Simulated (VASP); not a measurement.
A run of VASP 6.6.1:

File INCAR:

```
SYSTEM = Rh
PREC     = Accurate       ! precision mode
ENCUT    = 520            ! plane-wave cutoff, eV
EDIFF    = 1E-7           ! SCF threshold, eV
ISMEAR   = -1             ! smearing method
SIGMA    = 0.1            ! smearing width, eV
LREAL    = .False.        ! projectors in reciprocal space
LASPH    = .True.         ! aspherical terms in the spheres
NELM     = 80             ! most SCF steps
ALGO     = Normal         ! electronic algorithm
ISIF     = 2              ! what is computed and relaxed
LWAVE    = .False.        ! write WAVECAR
LCHARG   = .False.        ! write CHGCAR
GGA      = PE             ! functional
NBANDS   = 14             ! bands
```

Contents of KPOINTS:

```
Automatic mesh
0
Gamma
  17 17 17
  0 0 0
```

File POSCAR:

```
Rh
1.0
   -1.3304808879      1.3304808879      1.3304808879
    1.3304808879     -1.3304808879      1.3304808879
    1.3304808879      1.3304808879     -1.3304808879
Rh
1
Direct
    0.0000000000      0.0000000000      0.0000000000
```

Potentials or basis: VASP PAW PBE potentials, release 64 (Rh_pv).

Command:

```sh
$ cat potpaw_PBE.64/Rh_pv/POTCAR > POTCAR
$ mpirun -np 1 vasp_std > vasp.out
```

Hardware: 1 thread of Intel(R) Xeon(R) 6975P-C (Granite Rapids), on a shared host.

How long does it take, and how much memory?

Run time: 8.3 s on 1 thread of Intel(R) Xeon(R) 6975P-C (Granite Rapids) (shared host), peak memory 0.13 GiB. Counts: scf iterations 13, k points 165.
